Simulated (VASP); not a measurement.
Os, 1 atom in the cell. The structure is tetragonal, space group I4/mmm (No. 139). Conventional cell: a = 2.723 Å, b = 2.723 Å, c = 3.890 Å, α = 90.00°, β = 90.00°, γ = 90.00°. Within 3.6 Å of Os (site symmetry 4/mmm) lie 12 Os at 2.72 to 2.74 Å.  This cell differs from its parent crystal: equal xx and yy strain of -1 %.

* Program: VASP 6.6.1
* Task: electric field gradients
* Functional: PBEsol
* Potentials or basis: VASP PAW PBE potentials, release 64 (Os)
* Cutoff: 520 eV
* k mesh: 14 × 14 × 14
* Occupations: fermi-dirac, width 0.05 eV
* Spin: no spin polarisation
* Dipole correction: no
* Further INCAR settings: ALGO = Normal; EDIFF = 1e-08; NBANDS = 10

Potentials or basis: VASP PAW PBE potentials, release 64 (Os).

The run is started by

```bash
$ cat potpaw_PBE.64/Os/POTCAR > POTCAR
$ mpirun -np 1 vasp_std > vasp.out
```

Hardware: 1 thread of Intel(R) Xeon(R) 6975P-C (Granite Rapids), on a shared host.

Task: How long does it take, and how much memory?

Result: It took 11 s on 1 thread of Intel(R) Xeon(R) 6975P-C (Granite Rapids) (shared host), peak memory 0.15 GiB. Counts: scf iterations 13, k points 244.
